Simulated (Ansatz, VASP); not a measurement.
# Two plane-wave programs on CsH

The input INCAR:

```
PREC = Accurate ; ENCUT = 600
EDIFF = 1E-7 ; ISMEAR = 0
SIGMA = 0.02 ; LREAL = F
LASPH = T ; NELM = 60
ALGO = Normal ; ISIF = 3
LWAVE = F ; LCHARG = F
GGA = CA ; IBRION = 2
NSW = 100 ; EDIFFG = -0.005
```

The input KPOINTS:

```
regular mesh
0
Gamma
  8 8 8
```

File POSCAR:

```
CsH
1.0
    0.0000000000      3.0511182234      3.0511182234
    3.0511182234      0.0000000000      3.0511182234
    3.0511182234      3.0511182234      0.0000000000
Cs H
1 1
Direct
    0.0000000000      0.0000000000      0.0000000000
    0.5000000000      0.5000000000      0.5000000000
```

Input for Ansatz:

```yaml
crystal:
  lattice:
    - [0.0, 3.051118231, 3.051118231]
    - [3.051118231, 0.0, 3.051118231]
    - [3.051118231, 3.051118231, 0.0]
  atoms:
    - { symbol: Cs, position: [0.0, 0.0, 0.0] }
    - { symbol: H, position: [0.5, 0.5, 0.5] }
basis:
  ecutwfc: 420
kpoints:
  mp_grid: { grid: [8, 8, 8] }
hamiltonian:
  xc: lda
scf:
  occupations: { method: gaussian, width: 0.02 }
output:
  forces: true
  stress: true
  eigenvalues: true
relax:
  adjacent_minimum: "off"
  f_tol: 0.005
  max_steps: 80
  cell: { stress_tol: 0.05 }
```

Alike in both runs: task relaxation of cell and atoms; functional LDA; k mesh 8 × 8 × 8; occupations gaussian, width 0.02 eV; no spin polarisation.

```csv
,VASP,Ansatz
version,VASP 6.6.1,Ansatz 0.2.0
potentials or method,"VASP PAW LDA potentials, release 64 (Cs_sv, H), cutoff 600 eV","scalar-relativistic, plane waves, PAW"
valence electrons in the cell,10,10
```

```tsv
	VASP	Ansatz	Ansatz less VASP
gap on the k mesh at the Fermi level, each at its own relaxed structure (eV)	1.74	1.75	+0.017
relaxed volume (Å³/atom)	28.57	28.40	-0.166
relaxed cell length with the largest relative difference (Å)	4.323	4.315	-0.0084
```

LDA's correlation is that of Perdew and Zunger in VASP and of Perdew and Wang (1992) in Ansatz.

Neither program's run includes spin-orbit coupling.
